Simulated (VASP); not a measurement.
# WC (P3m1) in VASP: single point with PBE

Aim: the single point of WC with PBE.

Program: VASP 6.6.1. These are calculated values, not measurements. Logs are shortened: lines on timing, memory, paths and dates and some standing lists are left out, and cuts for length are marked.

**1. The cell of the first run**

Symmetry: P3m1, No. 156, trigonal system. The conventional cell has a = 2.922 Å, b = 2.922 Å, c = 8.791 Å, α = 90.00°, β = 90.00°, γ = 120.00°. W (site symmetry 3m) has 6 C at 2.21 Å and 8 W at 2.85 to 3.10 Å within 3.1 Å. W (site symmetry 3m) has 6 C at 2.21 Å and 8 W at 2.85 to 2.92 Å within 3.0 Å. Within 3.1 Å of W (site symmetry 3m) lie 6 C at 2.21 to 2.38 Å and 8 W at 2.85 to 3.10 Å. C (site symmetry 3m) has 6 W at 2.21 to 2.38 Å and 8 C at 2.85 to 3.10 Å within 3.1 Å. Within 3.0 Å of C (site symmetry 3m) lie 6 W at 2.21 Å and 8 C at 2.85 to 2.92 Å. C (site symmetry 3m) has 6 W at 2.21 Å and 8 C at 2.85 to 3.10 Å within 3.1 Å.

**2. Single point, PBE (the distance across one plane changed)**

Input file INCAR:

```
  PREC = Accurate
  ENCUT = 520
  EDIFF = 1E-6
  ISMEAR = 0
  SIGMA = 0.15
  LREAL = False
  LASPH = True
  NELM = 100
  ALGO = Normal
  ISIF = 2
  LWAVE = False
  LCHARG = False
  GGA = PE
  NBANDS = 36
```

Input file KPOINTS:

```
regular mesh
0
Gamma
  23 23 7
```

Input file POSCAR:

```
WC
1.0
   -1.4608858258     -2.5303284743      0.0000000000
    1.4608858258     -2.5303284743      0.0000000000
    0.0000000000      0.0000000000      8.7912276451
W C
3 3
Direct
    0.0000000000      0.0000000000      0.2428744475
    0.0000000000      0.0000000000      0.5667286345
    0.0000000000      0.0000000000      0.8905828215
    0.3333333333      0.3333333333      0.0809473540
    0.3333333333      0.3333333333      0.4048015410
    0.3333333333      0.3333333333      0.7286557280
```

Potentials or basis: VASP PAW PBE potentials, release 64 (W_sv, C).

Launch:

```
cat potpaw_PBE.64/W_sv/POTCAR potpaw_PBE.64/C/POTCAR > POTCAR
mpirun -np 1 vasp_std > vasp.out
```

OUTCAR:

```text
PREC = Accurate
   ENCUT = 520
   EDIFF = 1E-6
   ISMEAR = 0
   LREAL = False
   LASPH = True
   NELM = 100
   ISIF = 2
   GGA = PE

 ion  position               nearest neighbor table
   1  0.000  0.000  0.243-   4 2.21   5 2.21   4 2.21   5 2.21   4 2.21   5 2.21   2 2.85   3 3.10

   2  0.000  0.000  0.567-   6 2.21   5 2.21   6 2.21   6 2.21   5 2.21   5 2.21   3 2.85   1 2.85

   3  0.000  0.000  0.891-   6 2.21   6 2.21   6 2.21   4 2.38   4 2.38   4 2.38   2 2.85   1 3.10

   4  0.333  0.333  0.081-   1 2.21   1 2.21   1 2.21   3 2.38   3 2.38   3 2.38
   5  0.333  0.333  0.405-   1 2.21   2 2.21   1 2.21   1 2.21   2 2.21   2 2.21
   6  0.333  0.333  0.729-   2 2.21   3 2.21   2 2.21   3 2.21   2 2.21   3 2.21

  LATTYP: Found a hexagonal cell.
 ALAT       =     2.9217716516
 C/A-ratio  =     3.0088688281

  Lattice vectors:

 A1 = (  -1.4608858258,   2.5303284743,   0.0000000000)
 A2 = (  -1.4608858258,  -2.5303284743,   0.0000000000)
 A3 = (   0.0000000000,   0.0000000000,   8.7912276451)

Analysis of symmetry for initial positions (statically):
=====================================================================
 Subroutine PRICEL returns:
 Original cell was already a primitive cell.

 Routine SETGRP: Setting up the symmetry group for a
 hexagonal supercell.

 Subroutine GETGRP returns: Found  6 space group operations
 (whereof  6 operations were pure point group operations)
 out of a pool of 24 trial point group operations.

The static configuration has the point symmetry C_3v.

Analysis of symmetry for dynamics (positions and initial velocities):
=====================================================================
 Subroutine PRICEL returns:
 Original cell was already a primitive cell.

 Routine SETGRP: Setting up the symmetry group for a
 hexagonal supercell.

 Subroutine GETGRP returns: Found  6 space group operations
 (whereof  6 operations were pure point group operations)
 out of a pool of 24 trial point group operations.

The dynamic configuration has the point symmetry C_3v.

 Subroutine INISYM returns: Found  6 space group operations
 (whereof  6 operations are pure point group operations),
 and found     1 'primitive' translations

----------------------------------------------------------------------------------------

                                     Primitive cell

  volume of cell :      64.9939

  direct lattice vectors                    reciprocal lattice vectors
[... 100 lines left out ...]
   NFREE  =      0    steps in history (QN), initial steepest desc. (CG)
   ISIF   =      2    stress and relaxation
   ISYM   =      2    0-nonsym 1-usesym 2-fastsym
   POTIM  = 0.5000    time-step for ionic-motion
   TEBEG  =    0.0;   TEEND  =   0.0 temperature during run
   PSTRESS=    0.0 pullay stress
   NELECT =      54.0000    total number of electrons
   NUPDOWN=      -1.0000    fix difference up-down
   EMIN   =  10.00;   EMAX   =-10.00  energy-range for DOS
   EFERMI =   0.00;   METHOD = LEGACY
   ISMEAR =     0;   SIGMA  =   0.15  broadening in eV -4-tet -1-fermi 0-gaus
   EFERMI_NEDOS =   21; number of points for ismear=-14 and -15
   IALGO  =     38    algorithm
   IMIX   =      4    mixing-type and parameters
     AMIX     =   0.40;   BMIX     =  1.00
     AMIX_MAG =   1.60;   BMIX_MAG =  1.00
  volume/ion in A,a.u.               =      10.83        73.10
  Fermi-wavevector in a.u.,A,eV,Ry     =   1.539035  2.908355 32.227154  2.368629
  Thomas-Fermi vector in A             =   2.645320
   LORBIT       =      0    0 simple, 1 ext, 2 COOP (PROOUT), +10 PAW based schemes
   GGA     = PE    functional components
   LHFCALC =     F    Hartree Fock is set to
   AEXX    =    0.0000 exact exchange contribution
   IVDW    =     0    specifies the selected vdW correction
   LEPSILON=     F    determine dielectric tensor
   LRPA    =     F    only Hartree local field effects (RPA)
 non-spin polarized calculation
 Gauss-broadening in eV      SIGMA  =   0.15
  energy-cutoff  :      520.00
  volume of cell :       64.99
 maximum number of plane-waves:      1796
 NGX is ok and might be reduce to    24
   NGX = 11   NGY = 11   NGZ = 33

 number of electron      54.0000004 magnetization

 Free energy of the ion-electron system (eV)
  ---------------------------------------------------
  ext. energy  EPLUGINS =         0.00000000
  ---------------------------------------------------
  free energy    TOTEN  =       -66.89815538 eV

  energy without entropy =      -66.88900627  energy(sigma->0) =      -66.89358083

 E-fermi :  10.4468     XC(G=0): -13.5610

 val. band max:       10.4459307538   @ k =   0.1304   0.1304   0.2857
 cond. band min:      10.4500138567   @ k =   0.3478  -0.3913   0.1429
 fundamental gap:      0.0040831029
 Fermi energy:        10.4468275838

 k-point     1 :       0.0000    0.0000    0.0000
  band No.  band energies     occupation
      1     -63.7937      2.00000
      2     -63.5826      2.00000
      3     -63.4568      2.00000
      4     -28.2128      2.00000
      5     -27.9975      2.00000
      6     -27.6091      2.00000
[... 925 lines left out ...]
     35      15.4097      0.00000
     36      15.6120      0.00000

 [... further k-points ...]

------------------------ aborting loop because EDIFF is reached ----------------------------------------

  FORCE on cell =-STRESS in cart. coord.  units (eV):
  Direction    XX          YY          ZZ          XY          YZ          ZX
  --------------------------------------------------------------------------------------
  -------------------------------------------------------------------------------------
  Total       -0.7852015     -0.7852015     -8.1010737      0.0000000      0.0000000     -0.0000000
  in kB      -19.3561513    -19.3561513   -199.7011043      0.0000000      0.0000000     -0.0000000
  external PRESSURE =     -79.4711357 kB  Pullay stress =       0.0000000 kB

 VOLUME and BASIS-vectors are now :
 -----------------------------------------------------------------------------
  energy-cutoff  :      520.00
  volume of cell :       64.99
      direct lattice vectors                 reciprocal lattice vectors
    -1.460885826 -2.530328474  0.000000000    -0.342258095 -0.197602803  0.000000000
     1.460885826 -2.530328474  0.000000000     0.342258095 -0.197602803  0.000000000
     0.000000000  0.000000000  8.791227645     0.000000000  0.000000000  0.113749756

 POSITION                                       TOTAL-FORCE (eV/Angst)
 -----------------------------------------------------------------------------------
      0.00000      0.00000      2.13516         0.000000      0.000000     -1.940240
      0.00000      0.00000      4.98224        -0.000000     -0.000000     -0.199603
      0.00000      0.00000      7.82932        -0.000000     -0.000000      2.844040
      0.00000     -1.68689      0.71163        -0.000000      0.000000     -1.423888
      0.00000     -1.68689      3.55870         0.000000     -0.000000      0.222912
      0.00000     -1.68689      6.40578         0.000000     -0.000000      0.496779
 -----------------------------------------------------------------------------------
    total drift:                               -0.000000     -0.000000     -0.000180

  FREE ENERGIE OF THE ION-ELECTRON SYSTEM (eV)
  ---------------------------------------------------
  free  energy   TOTEN  =       -66.8981553788 eV

  energy  without entropy=      -66.8890062740  energy(sigma->0) =      -66.89358083
```

stdout:

```text
POSCAR found type information on POSCAR W C
 POSCAR found :  2 types and       6 ions
 scaLAPACK will be used
 LDA part: xc-table for (Slater+PW92), standard interpolation
 POSCAR, INCAR and KPOINTS ok, starting setup
 FFT: planning ... GRIDC
 FFT: planning ... GRID_SOFT
 FFT: planning ... GRID
 WAVECAR not read
 entering main loop
```

Run time: 7.9 min. Hardware: 1 thread of AMD EPYC 9R45 (Zen 5), shared host; peak memory 0.66 GiB.

What came out:

```yaml
Free_energy: -66.8982 eV
Pressure: -7.9 GPa
Largest_force: 2.844 eV/Å
Band_gap_on_the_k_mesh: zero (bands 27 and 28 overlap by 0.67 eV)
```

Forces in eV/Å, atoms in the order of the input:
```
W    0.000  0.000 -1.940
W    0.000  0.000 -0.200
W    0.000  0.000  2.844
C    0.000  0.000 -1.424
C    0.000  0.000  0.223
C    0.000  0.000  0.497
```

Levels at points of the mesh, in eV from the Fermi level:
```
           k point  band 24  band 25  band 26  band 27  band 28  band 29  band 30  band 31
(0.00, 0.00, 0.00)    -1.72    -0.19    -0.14    -0.14     0.20     0.20     1.35     2.27
```

Caveat: the cell differs from its parent crystal (the distance across one plane changed); the cell stands under tension; spin-orbit coupling is left out, which moves the levels of the heavy elements; forces of over 1 eV/Å act on the atoms, so gaps and moduli don't describe the material at rest.
